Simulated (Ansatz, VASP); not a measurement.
**BAs in VASP and in Ansatz**

```
As B
1.0
     0.00000    2.38850    2.38850
     2.38850    0.00000    2.38850
     2.38850    2.38850    0.00000
As B
1 1
Direct
  0.75000 0.75000 0.75000
  0.00000 0.00000 0.00000
```

Alike in both runs: task single point; functional PBE; k mesh 5 × 5 × 5; occupations fermi-dirac, width 0.04 eV; no spin polarisation.

|  | VASP | Ansatz |
| --- | --- | --- |
| version | VASP 6.6.1 | Ansatz 0.2.0 |
| potentials or method | VASP PAW PBE potentials, release 64 (As, B), cutoff 500 eV | all-electron LAPW, scalar-relativistic |

|  | VASP | Ansatz | Ansatz less VASP |
| --- | --- | --- | --- |
| gap on the k mesh at the Fermi level (eV) | 1.17 | 1.18 | +0.011 |
| least direct gap on the mesh (eV) | 3.27 | 3.28 | +0.008 |
| pressure (GPa) | 3.6 | 2.9 | -0.69 |

Ansatz ran all-electron here, and VASP with PAW potentials.

The k mesh is coarse, so the values compare programs but aren't converged.
